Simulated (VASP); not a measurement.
BAs, 2 atoms in the cell. The structure is cubic, space group F-43m (No. 216). The conventional cell has a = 4.745 Å, b = 4.745 Å, c = 4.745 Å, α = 90.00°, β = 90.00°, γ = 90.00°. As (site symmetry -43m) has 4 B at 2.05 Å within 2.7 Å. Within 2.7 Å of B (site symmetry -43m) lie 4 As at 2.05 Å. 

```yaml
Program: VASP 6.6.1
Task: single point
Functional: PBE0
Potentials_or_basis: VASP PAW PBE potentials, release 64 (As, B)
Cutoff: 520 eV
k_mesh: 5 × 5 × 5
Occupations: fermi-dirac, width 0.05 eV
Spin: no spin polarisation
Dipole_correction: no
Grid_for_exact_exchange_PRECFOCK: Normal
Further_INCAR_settings: ALGO = Normal; EDIFF = 1e-06; NBANDS = 11
Share_of_exact_exchange: 0.25
```

Potentials or basis: VASP PAW PBE potentials, release 64 (As, B).

Run with:

```bash
$ cat potpaw_PBE.64/As/POTCAR potpaw_PBE.64/B/POTCAR > POTCAR
$ cp INCAR.step1 INCAR
$ mpirun -np 1 vasp_std > vasp.out
$ cp INCAR.step2 INCAR
$ mpirun -np 1 vasp_std > vasp.out
```

Hardware: 1 thread of Intel Xeon 8259CL, with other jobs on the host.

Problem. Estimate the wall time of this run.

Solution. Wall time 4.1 min on 1 thread of Intel Xeon 8259CL (shared host), peak memory 0.17 GiB. Counts: k points 10.
